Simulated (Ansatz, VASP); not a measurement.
# Ni in VASP and in Ansatz

Contents of POSCAR:

```
Ni
1.0
    0.0000000000      1.7330608651      1.7330608651
    1.7330608651      0.0000000000      1.7330608651
    1.7330608651      1.7330608651      0.0000000000
Ni
1
Direct
    0.0000000000      0.0000000000      0.0000000000
```

INCAR.step1

```
ALGO     = Normal         # electronic algorithm
EDIFF    = 1E-4           # SCF threshold, eV
ENCUT    = 520            # plane-wave cutoff, eV
GGA      = PE             # functional
ISMEAR   = -1             # smearing method
LASPH    = True           # aspherical terms in the spheres
LCHARG   = False          # write CHGCAR
LREAL    = False          # projectors in reciprocal space
LWAVE    = True           # write WAVECAR
NBANDS   = 11             # bands
NELM     = 60             # most SCF steps
PREC     = Accurate       # precision mode
SIGMA    = 1.0            # smearing width, eV
```

INCAR.step2

```
ALGO     = Normal         # electronic algorithm
EDIFF    = 1E-6           # SCF threshold, eV
ENCUT    = 520            # plane-wave cutoff, eV
ISIF     = 2              # what is computed and relaxed
ISMEAR   = -1             # smearing method
ISTART   = 1            
LASPH    = True           # aspherical terms in the spheres
LCHARG   = False          # write CHGCAR
LMIXTAU  = True         
LREAL    = False          # projectors in reciprocal space
LWAVE    = False          # write WAVECAR
METAGGA  = R2SCAN         # meta-GGA
NBANDS   = 11             # bands
NELM     = 60             # most SCF steps
PREC     = Accurate       # precision mode
SIGMA    = 1.0            # smearing width, eV
```

KPOINTS

```
k-points
0
Gamma
  15 15 15
```

Input for Ansatz:

```yaml
crystal:
  lattice:
    - [0.0, 1.7330608651, 1.7330608651]
    - [1.7330608651, 0.0, 1.7330608651]
    - [1.7330608651, 1.7330608651, 0.0]
  atoms:
    - { symbol: Ni, position: [0.0, 0.0, 0.0] }
hamiltonian:
  xc: r2scan
  pseudopotentials:
    kind: paw
    azcp:
      Ni: "pseudopotentials/Ni.paw.azcp"
basis:
  ecutwfc: 500
  fft_grid_basis: typed
kpoints:
  mp_grid: { grid: [15, 15, 15], shift: [0, 0, 0] }
magnetization:
  spin_polarized: false
scf:
  occupations: { method: fermi_dirac, width: 1.0 }
  lower_state_search: "off"
output:
  stress: true
```

Alike in both runs: task single point; functional r2SCAN; k mesh 15 × 15 × 15; occupations fermi-dirac, width 1 eV; no spin polarisation.

|  | VASP | Ansatz |
| --- | --- | --- |
| version | VASP 6.6.1 | Ansatz 0.2.0 |
| potentials or method | VASP PAW PBE potentials, release 64 (Ni), cutoff 520 eV | plane waves (500 eV) with PAW, scalar-relativistic |
| valence electrons in the cell | 10 | 18 |

```tsv
	VASP	Ansatz	Ansatz less VASP
pressure (GPa)	22.5	22.0	-0.44
```

VASP's potentials were made for PBE, not for r2SCAN. VASP's potentials hold 10 valence electrons a cell and Ansatz's 18, so a difference there can come from the potentials and not from the codes.
